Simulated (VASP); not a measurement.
# Te (P6_3/mmc) in VASP: a series of runs

Te is run at these levels: PBE; tasks: single point, relaxation of cell and atoms.

Everything below comes from runs of VASP 6.6.1. Logs are shortened: lines on timing, memory, paths and dates and some standing lists are left out, and cuts for length are marked.

**1. The cell of the first run**

It takes space group P6_3/mmc (No. 194, hexagonal). The conventional cell has a = 4.238 Å, b = 4.238 Å, c = 8.332 Å, α = 90.00°, β = 90.00°, γ = 120.00°. Te (site symmetry -3m) has 14 Te at 3.21 to 4.24 Å within 4.3 Å. Within 4.3 Å of Te (site symmetry -6m2) lie 12 Te at 3.21 to 4.24 Å.

This isn't the form of Te at room conditions, which is trigonal, of chains.

**2. Single point, PBE**

The input, INCAR:

```
  PREC = Accurate
  ENCUT = 520
  EDIFF = 1E-6
  ISMEAR = -1
  SIGMA = 0.1
  LREAL = F
  LASPH = T
  NELM = 80
  ALGO = Normal
  ISIF = 2
  LWAVE = F
  LCHARG = F
  GGA = PE
  NBANDS = 20
```

The input, KPOINTS:

```
regular mesh
0
Gamma
  11 11 3
```

The input, POSCAR:

```
Te
1.0
    4.2383025406      0.0000000000      0.0000000000
   -2.1191512703      3.6704776691      0.0000000000
    0.0000000000      0.0000000000      8.3317795073
Te
4
Direct
    0.0000000000      1.0000000000      0.0000000000
    0.0000000000      1.0000000000      0.5000000000
    0.3333333333      0.6666666667      0.2500000000
    0.6666666667      0.3333333333      0.7500000000
```

Potentials or basis: VASP PAW PBE potentials, release 64 (Te).

Started as:

```sh
> cat potpaw_PBE.64/Te/POTCAR > POTCAR
> mpirun -np 1 vasp_std > vasp.out
```

OUTCAR:

```text
PREC = Accurate
   ENCUT = 520
   EDIFF = 1E-6
   ISMEAR = -1
   LREAL = F
   LASPH = T
   NELM = 80
   ISIF = 2
   GGA = PE

 ion  position               nearest neighbor table
   1  0.000  0.000  0.000-   3 3.21   4 3.21   4 3.21   3 3.21   4 3.21   3 3.21
   2  0.000  0.000  0.500-   3 3.21   4 3.21   4 3.21   3 3.21   4 3.21   3 3.21
   3  0.333  0.667  0.250-   1 3.21   2 3.21   1 3.21   2 3.21   1 3.21   2 3.21
   4  0.667  0.333  0.750-   1 3.21   2 3.21   1 3.21   2 3.21   1 3.21   2 3.21

  LATTYP: Found a hexagonal cell.
 ALAT       =     4.2383025406
 C/A-ratio  =     1.9658293450

  Lattice vectors:

 A1 = (   4.2383025406,   0.0000000000,   0.0000000000)
 A2 = (  -2.1191512703,   3.6704776691,   0.0000000000)
 A3 = (   0.0000000000,   0.0000000000,   8.3317795073)

Analysis of symmetry for initial positions (statically):
=====================================================================
 Subroutine PRICEL returns:
 Original cell was already a primitive cell.

 Routine SETGRP: Setting up the symmetry group for a
 hexagonal supercell.

 Subroutine GETGRP returns: Found 24 space group operations
 (whereof 12 operations were pure point group operations)
 out of a pool of 24 trial point group operations.

The static configuration has the point symmetry D_3d.
 The point group associated with its full space group is D_6h.

Analysis of symmetry for dynamics (positions and initial velocities):
=====================================================================
 Subroutine PRICEL returns:
 Original cell was already a primitive cell.

 Routine SETGRP: Setting up the symmetry group for a
 hexagonal supercell.

 Subroutine GETGRP returns: Found 24 space group operations
 (whereof 12 operations were pure point group operations)
 out of a pool of 24 trial point group operations.

The dynamic configuration has the point symmetry D_3d.
 The point group associated with its full space group is D_6h.

 Subroutine INISYM returns: Found 24 space group operations
 (whereof 12 operations are pure point group operations),
 and found     1 'primitive' translations

----------------------------------------------------------------------------------------

                                     Primitive cell

  volume of cell :     129.6141

  direct lattice vectors                    reciprocal lattice vectors
     4.238302541  0.000000000  0.000000000     0.235943515  0.136222052  0.000000000
    -2.119151270  3.670477669  0.000000000     0.000000000  0.272444104  0.000000000
     0.000000000  0.000000000  8.331779507     0.000000000  0.000000000  0.120022379

  length of vectors
     4.238302541  4.238302541  8.331779507     0.272444104  0.272444104  0.120022379

  position of ions in fractional coordinates (direct lattice)
     0.000000000  0.000000000  0.000000000
     0.000000000  0.000000000  0.500000000
     0.333333333  0.666666667  0.250000000
     0.666666667  0.333333333  0.750000000

  ion indices of the primitive-cell ions
   primitive index   ion index
                 1           1
                 2           2
                 3           3
                 4           4

----------------------------------------------------------------------------------------

 KPOINTS: regular mesh

Automatic generation of k-mesh.
 Grid dimensions read from file:
 generate k-points for:   11   11    3

 Generating k-lattice:

  Cartesian coordinates                     Fractional coordinates (reciprocal lattice)
     0.021449410  0.012383823  0.000000000     0.090909091 -0.000000000  0.000000000
     0.000000000  0.024767646  0.000000000     0.000000000  0.090909091  0.000000000
     0.000000000  0.000000000  0.040007460     0.000000000  0.000000000  0.333333333

  Length of vectors
     0.024767646  0.024767646  0.040007460

  Shift w.r.t. Gamma in fractional coordinates (k-lattice)
     0.000000000  0.000000000  0.000000000

 Subroutine IBZKPT returns following result:
 ===========================================

 Found     32 irreducible k-points:

 Following reciprocal coordinates:
            Coordinates               Weight
  0.000000  0.000000  0.000000      1.000000
  0.090909 -0.000000  0.000000      6.000000
  0.181818 -0.000000  0.000000      6.000000
  0.272727  0.000000  0.000000      6.000000
  0.363636 -0.000000  0.000000      6.000000
  0.454545 -0.000000  0.000000      6.000000
[... 16 lines left out ...]
  0.090909  0.090909  0.333333     12.000000
  0.181818  0.090909  0.333333     24.000000
 [... further k-points ...]
   k-points           NKPTS =     32   k-points in BZ     NKDIM =     32   number of bands    NBANDS=     20
   number of dos      NEDOS =    301   number of ions     NIONS =      4
   total plane-waves  NPLWV =  65536
   dimension x,y,z NGX =    32 NGY =   32 NGZ =   64
   dimension x,y,z NGXF=    64 NGYF=   64 NGZF=  128
   ions per type =               4
   NGX,Y,Z   is equivalent  to a cutoff of  12.55, 12.55, 12.77 a.u.
   NGXF,Y,Z  is equivalent  to a cutoff of  25.10, 25.10, 25.54 a.u.
 SYSTEM =  unknown system
   PREC   = accura    normal or accurate (medium, high low for compatibility)
   ISTART =      0    job   : 0-new  1-cont  2-samecut
   ICHARG =      2    charge: 1-file 2-atom 10-const
   ISPIN  =      1    spin polarized calculation?
   LNONCOLLINEAR =      F non collinear calculations
   LSORBIT =      F    spin-orbit coupling
   LASPH  =      T    aspherical Exc in radial PAW
   ENCUT  =  520.0 eV  38.22 Ry    6.18 a.u.   7.88  7.88 15.49*2*pi/ulx,y,z
   NELM   =     80;   NELMIN=  2; NELMDL= -5     # of ELM steps
   EDIFF  = 0.1E-05   stopping-criterion for ELM
   LREAL  =      F    real-space projection
   EDIFFG = 0.1E-04   stopping-criterion for IOM
   NSW    =      0    number of steps for IOM
   IBRION =     -1    ionic relax: 0-MD 1-quasi-New 2-CG
   NFREE  =      0    steps in history (QN), initial steepest desc. (CG)
   ISIF   =      2    stress and relaxation
   ISYM   =      2    0-nonsym 1-usesym 2-fastsym
   POTIM  = 0.5000    time-step for ionic-motion
   TEBEG  =    0.0;   TEEND  =   0.0 temperature during run
   PSTRESS=    0.0 pullay stress
   NELECT =      24.0000    total number of electrons
   NUPDOWN=      -1.0000    fix difference up-down
   EMIN   =  10.00;   EMAX   =-10.00  energy-range for DOS
   EFERMI =   0.00;   METHOD = LEGACY
   ISMEAR =    -1;   SIGMA  =   0.10  broadening in eV -4-tet -1-fermi 0-gaus
   EFERMI_NEDOS =   21; number of points for ismear=-14 and -15
   IALGO  =     38    algorithm
   IMIX   =      4    mixing-type and parameters
     AMIX     =   0.40;   BMIX     =  1.00
     AMIX_MAG =   1.60;   BMIX_MAG =  1.00
  volume/ion in A,a.u.               =      32.40       218.67
  Fermi-wavevector in a.u.,A,eV,Ry     =   0.933099  1.763302 11.846240  0.870674
  Thomas-Fermi vector in A             =   2.059766
   LORBIT       =      0    0 simple, 1 ext, 2 COOP (PROOUT), +10 PAW based schemes
   GGA     = PE    functional components
   LHFCALC =     F    Hartree Fock is set to
   AEXX    =    0.0000 exact exchange contribution
   IVDW    =     0    specifies the selected vdW correction
   LEPSILON=     F    determine dielectric tensor
   LRPA    =     F    only Hartree local field effects (RPA)
 non-spin polarized calculation
  energy-cutoff  :      520.00
  volume of cell :      129.61
 maximum number of plane-waves:      3516
 NGX is ok and might be reduce to    32
   NGX = 15   NGY = 15   NGZ = 31

 number of electron      23.9999999 magnetization

 Free energy of the ion-electron system (eV)
  ---------------------------------------------------
  ext. energy  EPLUGINS =         0.00000000
  ---------------------------------------------------
  free energy    TOTEN  =       -12.03123878 eV

  energy without entropy =      -11.91197073  energy(sigma->0) =      -11.97160476

 E-fermi :   6.4871     XC(G=0):  -9.3471

 val. band max:        6.4840949747   @ k =   0.1818   0.0909   0.0000
 cond. band min:       6.5354638523   @ k =   0.1818   0.0909   0.3333
 fundamental gap:      0.0513688776
 Fermi energy:         6.4871220086

 k-point     1 :       0.0000    0.0000    0.0000
  band No.  band energies     occupation
      1      -7.0992      2.00000
      2      -5.3233      2.00000
      3      -5.2260      2.00000
      4      -2.0053      2.00000
      5       2.5515      2.00000
      6       4.1353      2.00000
[... 12 lines left out ...]
     19      11.9447      0.00000
     20      12.3451      0.00000

 k-point     2 :       0.0909   -0.0000    0.0000
  band No.  band energies     occupation
      1      -7.0279      2.00000
      2      -5.2752      2.00000
      3      -5.1751      2.00000
      4      -2.1202      2.00000
      5       2.6203      2.00000
      6       3.8452      2.00000
[... 12 lines left out ...]
     19      12.1707      0.00000
     20      12.5626      0.00000

 k-point     3 :       0.1818   -0.0000    0.0000
  band No.  band energies     occupation
      1      -6.8170      2.00000
      2      -5.1413      2.00000
      3      -5.0310      2.00000
      4      -2.4511      2.00000
      5       2.7859      2.00000
      6       2.8745      2.00000
[... 12 lines left out ...]
     19      12.7372      0.00000
     20      12.7951      0.00000

 k-point     4 :       0.2727    0.0000    0.0000
  band No.  band energies     occupation
      1      -6.4784      2.00000
      2      -4.9591      2.00000
      3      -4.8226      2.00000
      4      -2.9440      2.00000
      5       1.9348      2.00000
      6       2.3721      2.00000
[... 429 lines left out ...]
 k-point    23 :       0.0909    0.0909    0.3333
  band No.  band energies     occupation
      1      -6.6823      2.00000
      2      -6.0820      2.00000
      3      -3.9507      2.00000
      4      -2.8374      2.00000
      5       2.5745      2.00000
      6       2.8045      2.00000
[... 12 lines left out ...]
     19      12.1193      0.00000
     20      12.4364      0.00000

 k-point    24 :       0.1818    0.0909    0.3333
  band No.  band energies     occupation
      1      -6.4151      2.00000
      2      -5.8447      2.00000
      3      -3.9303      2.00000
      4      -3.0776      2.00000
      5       2.0595      2.00000
      6       2.3258      2.00000
[... 12 lines left out ...]
     19      11.7323      0.00000
     20      12.7511      0.00000

 [... further k-points ...]

------------------------ aborting loop because EDIFF is reached ----------------------------------------

  FORCE on cell =-STRESS in cart. coord.  units (eV):
  Direction    XX          YY          ZZ          XY          YZ          ZX
  --------------------------------------------------------------------------------------
  -------------------------------------------------------------------------------------
  Total       -0.0689761     -0.0689761     -0.0442317      0.0000000      0.0000000      0.0000000
  in kB       -0.8526224     -0.8526224     -0.5467542      0.0000000      0.0000000      0.0000000
  external PRESSURE =      -0.7506663 kB  Pullay stress =       0.0000000 kB

 VOLUME and BASIS-vectors are now :
 -----------------------------------------------------------------------------
  energy-cutoff  :      520.00
  volume of cell :      129.61
      direct lattice vectors                 reciprocal lattice vectors
     4.238302541  0.000000000  0.000000000     0.235943515  0.136222052  0.000000000
    -2.119151270  3.670477669  0.000000000     0.000000000  0.272444104  0.000000000
     0.000000000  0.000000000  8.331779507     0.000000000  0.000000000  0.120022379

 POSITION                                       TOTAL-FORCE (eV/Angst)
 -----------------------------------------------------------------------------------
      0.00000      0.00000      0.00000         0.000000      0.000000     -0.000000
      0.00000      0.00000      4.16589         0.000000      0.000000     -0.000000
     -0.00000      2.44699      2.08294        -0.000000     -0.000000     -0.000000
      2.11915      1.22349      6.24883         0.000000      0.000000      0.000000
 -----------------------------------------------------------------------------------
    total drift:                                0.000000     -0.000000      0.000000

  FREE ENERGIE OF THE ION-ELECTRON SYSTEM (eV)
  ---------------------------------------------------
  free  energy   TOTEN  =       -12.0312387836 eV

  energy  without entropy=      -11.9119707270  energy(sigma->0) =      -11.97160476
```

It took 46 s on 1 thread of Intel Xeon Platinum 8259CL at 2.50GHz (Skylake/Cascade Lake), shared host; peak memory 0.26 GiB.

Results:

```
Free energy            : -12.0312 eV
Pressure               : -0.1 GPa
Band gap on the k mesh : zero (bands 12 and 13 overlap by 1.79 eV)
```

Caveat: spin-orbit coupling is left out, which moves the levels of the heavy elements.

**3. Relaxation of cell and atoms, PBE**

This run uses another cell than the first one, of 28.84 Å³/atom.

The input, INCAR:

```
SYSTEM = Te
  ALGO = Normal
  EDIFF = 1E-6
  EDIFFG = -0.01
  ENCUT = 600
  GGA = PE
  IBRION = 2
  ISIF = 3
  ISMEAR = -1
  LASPH = .TRUE.
  LCHARG = .FALSE.
  LREAL = .FALSE.
  LWAVE = .FALSE.
  NELM = 80
  NSW = 80
  PREC = Accurate
  SIGMA = 0.1
```

The input, KPOINTS:

```
k-points
0
G
  11 11 3
  0 0 0
```

The input, POSCAR:

```
Te
1.0
    3.4420649897      0.0000000000      0.0000000000
   -1.7210324948      2.9809157225      0.0000000000
    0.0000000000      0.0000000000     11.2417842562
Te
4
Direct
    0.0000000000      0.0000000000      0.0000000000
    0.0000000000      0.0000000000      0.5000000000
    0.3333333333      0.6666666667      0.2500000000
    0.6666666667      0.3333333333      0.7500000000
```

Potentials or basis: VASP PAW PBE potentials, release 64 (Te).

Started as:

```sh
> cat potpaw_PBE.64/Te/POTCAR > POTCAR
> mpirun -np 1 vasp_std > vasp.out
```

OUTCAR:

```text
SYSTEM = Te
   EDIFF = 1E-6
   EDIFFG = -0.01
   ENCUT = 600
   GGA = PE
   IBRION = 2
   ISIF = 3
   ISMEAR = -1
   LASPH = .TRUE.
   LREAL = .FALSE.
   NELM = 80
   NSW = 80
   PREC = Accurate

 ion  position               nearest neighbor table
   1  0.000  0.000  0.000-   3 3.44   4 3.44   3 3.44   4 3.44   4 3.44   3 3.44
   2  0.000  0.000  0.500-   3 3.44   4 3.44   3 3.44   4 3.44   4 3.44   3 3.44
   3  0.333  0.667  0.250-   1 3.44   2 3.44   1 3.44   2 3.44   1 3.44   2 3.44
   4  0.667  0.333  0.750-   1 3.44   2 3.44   1 3.44   2 3.44   1 3.44   2 3.44

  LATTYP: Found a hexagonal cell.
 ALAT       =     3.4420649897
 C/A-ratio  =     3.2660000000

  Lattice vectors:

 A1 = (   3.4420649897,   0.0000000000,   0.0000000000)
 A2 = (  -1.7210324948,   2.9809157225,   0.0000000000)
 A3 = (   0.0000000000,   0.0000000000,  11.2417842562)

Analysis of symmetry for initial positions (statically):
=====================================================================
 Subroutine PRICEL returns:
 Original cell was already a primitive cell.

 Routine SETGRP: Setting up the symmetry group for a
 hexagonal supercell.

 Subroutine GETGRP returns: Found 24 space group operations
 (whereof 12 operations were pure point group operations)
 out of a pool of 24 trial point group operations.

The static configuration has the point symmetry D_3d.
 The point group associated with its full space group is D_6h.

Analysis of symmetry for dynamics (positions and initial velocities):
[... 272 lines left out ...]
  ---------------------------------------------------
  free  energy   TOTEN  =       -11.0359074784 eV

  energy  without entropy=      -10.9328748237  energy(sigma->0) =      -10.98439115

 E-fermi :   8.3759     XC(G=0): -10.0567

 val. band max:        8.3428690915   @ k =   0.0000   0.0000   0.0000
 cond. band min:       8.4069014106   @ k =   0.0909   0.0909   0.3333
 fundamental gap:      0.0640323192
 Fermi energy:         8.3758593923

 k-point     1 :       0.0000    0.0000    0.0000
  band No.  band energies     occupation
      1      -6.1762      2.00000
      2      -4.3210      2.00000
      3      -4.2523      2.00000
      4      -0.1710      2.00000
      5       3.0186      2.00000
      6       6.6282      2.00000
[... 435 lines left out ...]
      5       3.4119      2.00000
      6       3.7114      2.00000
[... 8 lines left out ...]
     15      10.5058      0.00000
     16      10.9950      0.00000

 [... further k-points ...]

[... ionic steps 4 to 17 ...]

--------------------------------------- Ionic step       18  -------------------------------------------

 number of electron      23.9999999 magnetization

------------------------ aborting loop because EDIFF is reached ----------------------------------------
[... 71 lines left out ...]
--------------------------------------- Ionic step       20  -------------------------------------------

 number of electron      23.9999999 magnetization

 Free energy of the ion-electron system (eV)
  ---------------------------------------------------
  ext. energy  EPLUGINS =         0.00000000
  ---------------------------------------------------
  free energy    TOTEN  =       -12.03018710 eV

  energy without entropy =      -11.91131943  energy(sigma->0) =      -11.97075326

 E-fermi :   6.5261     XC(G=0):  -9.3624

 val. band max:        6.4983710397   @ k =   0.0909   0.0909   0.3333
 cond. band min:       6.5290767835   @ k =   0.1818   0.0909   0.0000
 fundamental gap:      0.0307057438
 Fermi energy:         6.5261127982

 k-point     1 :       0.0000    0.0000    0.0000
  band No.  band energies     occupation
      1      -7.0793      2.00000
      2      -5.3021      2.00000
      3      -5.2056      2.00000
      4      -1.9640      2.00000
      5       2.5563      2.00000
      6       4.1874      2.00000
[... 478 lines left out ...]
  FREE ENERGIE OF THE ION-ELECTRON SYSTEM (eV)
  ---------------------------------------------------
  free  energy   TOTEN  =       -12.0301870972 eV

  energy  without entropy=      -11.9113194309  energy(sigma->0) =      -11.97075326

 reached required accuracy - stopping structural energy minimisation
```

Wall time 12 min (1 thread of Intel Xeon Platinum 8259CL at 2.50GHz (Skylake/Cascade Lake), shared host); peak memory 0.29 GiB.

What came out:

| Quantity | Value |
| --- | --- |
| Free energy | -12.0302 eV |
| Relaxed volume | 32.30 Å³/atom |
| Relaxed cell | a = 4.229 Å, b = 4.229 Å, c = 8.343 Å, α = 90.00°, β = 90.00°, γ = 120.00° |
| Space group after relaxing (to 0.1 Å) | P6_3/mmc (No. 194) |
| Energy gained by relaxing | 256.0 meV/atom |
| Ionic steps | 20 |
| Pressure after relaxing | 0.0 GPa |
| Band gap on the k mesh | zero (bands 12 and 13 overlap by 1.80 eV) |

Step by step:
| step | energy change (eV) | largest force (eV/Å) | pressure (GPa) | volume (Å³) |
| --- | --- | --- | --- | --- |
| 1 | 0.0000 | 0.0000 | -0.98 | 115.35 |
| 2 | -0.0250 | 0.0000 | 0.30 | 112.42 |
| 3 | -0.0296 | 0.0000 | 1.10 | 110.83 |
| 4 | -0.0459 | 0.0000 | 1.28 | 110.56 |
| 5 | -0.1117 | 0.0000 | 2.17 | 109.66 |
| 6 | -0.3245 | 0.0000 | 4.94 | 107.40 |
| 7 | 0.0707 | 0.0000 | 17.29 | 100.94 |
| 8 | -0.3706 | 0.0000 | 7.53 | 105.79 |
| 9 | -0.3572 | 0.0000 | 9.30 | 104.79 |
| 10 | -0.3596 | 0.0000 | 9.36 | 104.80 |
| 11 | -0.3659 | 0.0000 | 9.55 | 104.83 |
| 12 | -0.3744 | 0.0000 | 9.96 | 104.88 |
| 13 | -0.3750 | 0.0000 | 10.84 | 104.93 |
| 14 | -0.3947 | 0.0000 | 10.64 | 105.24 |
| 15 | -0.4513 | 0.0000 | 10.01 | 106.16 |
| 16 | -0.5548 | 0.0000 | 8.84 | 108.02 |
| 17 | -0.7241 | 0.0000 | 6.73 | 111.75 |
| 18 | -0.9342 | 0.0000 | 3.32 | 119.29 |
| 19 | -0.9995 | 0.0000 | -1.33 | 134.59 |
| 20 | -1.0239 | 0.0000 | 0.03 | 129.19 |

Final structure:
```
Te
1.0
     4.22865    0.00000    0.00000
    -2.11432    3.66212    0.00000
     0.00000    0.00000    8.34254
Te
4
Cartesian
  0.0000 0.0000 0.0000
  0.0000 0.0000 4.1713
  0.0000 2.4414 2.0856
  2.1143 1.2207 6.2569
```

Caveat: a cell axis changed by over 15 % at a fixed basis, so the end point is rough; spin-orbit coupling is left out, which moves the levels of the heavy elements.

The gap in the log of VASP goes by the Fermi energy; the results here count the filled bands.